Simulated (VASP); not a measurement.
The system is Ca2SiC6.

```
CELL_PARAMETERS angstrom
5.61394 0.00000 0.00000
-2.80697 4.86181 0.00000
0.00000 0.00000 5.08045
ATOMIC_POSITIONS crystal
Ca 0.33333 0.66667 0.50000
Ca 0.66667 0.33333 0.50000
Si 0.00000 0.00000 0.00000
C 0.50000 0.00000 0.17890
C 0.00000 0.50000 0.17890
C 0.50000 0.50000 0.17890
C 0.00000 0.50000 0.82110
C 0.50000 0.00000 0.82110
C 0.50000 0.50000 0.82110
```

The cell was generated, and may not be a known phase.

- Program: VASP 6.6.1
- Task: relaxation of cell and atoms
- Functional: PBE
- Potentials or basis: VASP PAW PBE potentials, release 64 (Ca_sv, Si, C)
- Cutoff: 600 eV
- k mesh: 6 × 6 × 4
- Occupations: gaussian, width 0.1 eV
- Spin: no spin polarisation

At the start: pressure -3.7 GPa; volume 15.41 Å³/atom.

Problem. Where does the relaxation end?

Solution. Over 20 steps the energy falls by 1332.9 meV/atom and the volume is 18.50 Å³/atom (+20.1 %); space group P6/mmm (No. 191, to 0.1 Å) before and after.

The path:
```csv
step,energy change (eV),largest force (eV/Å),pressure (GPa),volume (Å³)
1,0.0000,7.8494,-3.70,138.67
2,2.8845,45.4396,62.36,131.46
3,-1.7248,8.2117,-3.89,137.65
4,-4.2125,8.2541,-4.05,136.73
5,-10.7001,3.4926,5.81,134.10
6,-9.7501,9.2544,22.81,132.78
7,-10.9574,1.2305,9.07,133.76
8,-10.9819,0.0599,10.71,133.61
9,-11.5673,2.3383,4.14,151.88
10,-11.5673,2.4874,3.88,153.02
11,-11.4416,2.8078,-5.59,164.80
12,-11.6987,0.0077,-0.48,157.68
13,-11.7660,0.0261,-0.46,158.87
14,-11.9150,0.1442,-0.33,162.35
15,-11.9748,0.6511,0.19,168.92
16,-11.9900,0.4925,0.02,166.95
17,-11.8944,2.0697,-2.72,168.36
18,-11.9946,0.0214,-0.47,167.19
19,-11.9946,0.0076,-0.47,167.20
20,-11.9965,0.0153,-0.23,166.49
```

Final structure:
```xyz
9
Lattice="6.3268 0.0000 0.0000 -3.1634 5.4792 0.0000 0.0000 0.0000 4.8028" Properties=species:S:1:pos:R:3 pbc="T T T"
Ca    0.0000    3.6528    2.4014
Ca    3.1634    1.8264    2.4014
Si    0.0000    0.0000    0.0000
C     3.1634    0.0000    0.6331
C    -1.5817    2.7396    0.6331
C     1.5817    2.7396    0.6331
C    -1.5817    2.7396    4.1697
C     3.1634    0.0000    4.1697
C     1.5817    2.7396    4.1697
```

Caveat: the volume moved by over 15 % at a fixed basis, so the end points are rough.
